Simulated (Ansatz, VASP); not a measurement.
# Two plane-wave programs on BaTiO3

Contents of INCAR:

```
PREC = Accurate
ENCUT = 520
EDIFF = 1E-6
ISMEAR = -1
SIGMA = 0.05
LREAL = False
LASPH = True
NELM = 100
ALGO = Normal
ISIF = 2
LWAVE = False
LCHARG = True
GGA = PS
LELF = True
LVHAR = True
NBANDS = 28
```

File KPOINTS:

```
regular mesh
0
Gamma
  6 6 6
```

Contents of POSCAR:

```
BaTiO3
1.0
    2.8556437000      1.6487038000      2.2727085580
   -2.8556437000      1.6487038000      2.2727085580
    0.0000000000     -3.2974076000      2.2727085580
Ba Ti O
1 1 3
Direct
    0.0000000000      0.0000000000      0.0000000000
    0.4845000000      0.4845000000      0.4845000000
    0.5086000000      0.5086000000      0.0175000000
    0.0175000000      0.5086000000      0.5086000000
    0.5086000000      0.0175000000      0.5086000000
```

Input for Ansatz:

```yaml
crystal:
  lattice:
    - [2.8556437000000003, 1.6487038, 2.272708557984511]
    - [-2.8556437000000003, 1.6487038, 2.272708557984511]
    - [0.0, -3.2974076, 2.272708557984511]
  atoms:
    - { symbol: Ba, position: [0.0, 0.0, 0.0] }
    - { symbol: Ti, position: [0.4845, 0.4845, 0.4845] }
    - { symbol: O, position: [0.5086, 0.5086, 0.0175] }
    - { symbol: O, position: [0.0175, 0.5086, 0.5086] }
    - { symbol: O, position: [0.5086, 0.0175, 0.5086] }
basis:
  ecutwfc: 520.0
kpoints:
  mp_grid:
    grid: [6, 6, 6]
hamiltonian:
  xc: pbesol
  pseudopotentials:
    kind: paw
scf:
  convergence:
    dr2_threshold: 1.0e-09
  occupations:
    method: fermi_dirac
    width: 0.05
output:
  stress: true
```

Alike in both runs: task single point; functional PBEsol; k mesh 6 × 6 × 6; occupations fermi-dirac, width 0.05 eV; no spin polarisation.

|  | VASP | Ansatz |
| --- | --- | --- |
| version | VASP 6.6.1 | Ansatz 0.2.0 |
| potentials or method | VASP PAW PBE potentials, release 64 (Ba_sv, Ti_sv, O), cutoff 520 eV | plane waves, PAW |
| valence electrons in the cell | 40 | 40 |

```csv
,VASP,Ansatz,Ansatz less VASP
pressure (GPa),0.4,-1.4,-1.84
"traceless stress, the component that is largest in VASP (GPa)",4.54,4.44,-0.097
```

VASP's potentials were made for PBE, not for PBEsol. Ansatz's warnings: stress scf threshold loose, structure snapped to symmetry.

Neither program's run includes spin-orbit coupling.
